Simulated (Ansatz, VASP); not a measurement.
One calculation of ZrS4, two programs

```xyz
5
Lattice="4.9605 0.0000 0.0000 0.0000 4.9605 0.0000 0.0000 0.0000 4.9605" Properties=species:S:1:pos:R:3 pbc="T T T"
Zr    2.4802    2.4802    2.4802
S     0.0000    2.4802    2.4802
S     2.4802    0.0000    2.4802
S     2.4802    2.4802    0.0000
S     0.0000    0.0000    0.0000
```

Alike in both runs: task relaxation of cell and atoms; functional PBE; k mesh 4 × 4 × 4; occupations gaussian, width 0.1 eV; no spin polarisation.

|  | VASP | Ansatz |
| --- | --- | --- |
| version | VASP 6.6.1 | Ansatz 0.2.0 |
| potentials or method | VASP PAW PBE potentials, release 64 (Zr_sv, S), cutoff 600 eV | scalar-relativistic, plane waves, PAW |
| valence electrons in the cell | 36 | 36 |

```csv
,VASP,Ansatz,Ansatz less VASP
"gap on the k mesh at the Fermi level, each at its own relaxed structure (eV)",none,none,-
relaxed volume (Å³/atom),24.41,24.41,0.000
relaxed cell length with the largest relative difference (Å),4.960,4.960,0.0000
```

A gap of «none» marks a metal or a gap that the smearing closes.

Noted on VASP's run: the relaxation stopped at its first step, so nothing moved.
